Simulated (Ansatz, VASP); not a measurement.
# HfO2: VASP beside Ansatz

```xyz
3
Lattice="0.0000 2.5575 2.5575 2.5575 0.0000 2.5575 2.5575 2.5575 0.0000" Properties=species:S:1:pos:R:3 pbc="T T T"
Hf    0.0000    0.0000    0.0000
O     3.8363    3.8363    3.8363
O     1.2788    1.2788    1.2788
```

Alike in both runs: functional PBEsol; k mesh 9 × 9 × 9; occupations fermi-dirac, width 0.05 eV; no spin polarisation; Hubbard terms Hf d U = 3.5 eV.

|  | VASP | Ansatz |
| --- | --- | --- |
| version | VASP 6.6.1 | Ansatz 0.2.0 |
| potentials or method | VASP PAW PBE potentials, release 64 (Hf_pv, O) | Ansatz PAW |
| plane-wave cutoff (eV) | 520 | 420 |
| valence electrons in the cell | 22 | 38 |
| task | single point | band structure |

Ansatz gave:

- gap on the k mesh at the Fermi level (eV): 4.30
- least direct gap on the mesh (eV): 4.42
- pressure (GPa): -5.1

Q: Which values does VASP return?

A: gap on the k mesh at the Fermi level (eV): 4.14; least direct gap on the mesh (eV): 4.26; pressure (GPa): -4.2.

VASP's potentials were made for PBE, not for PBEsol. The programs project onto different local orbitals, so the same U acts differently, and such runs can settle in different states. VASP's potentials hold 22 valence electrons a cell and Ansatz's 38, so a difference there can come from the potentials and not from the codes.

Neither program's run includes spin-orbit coupling. Noted on Ansatz's run: the k mesh misses the band edges, so the gap on the mesh is wider than the one along the path.
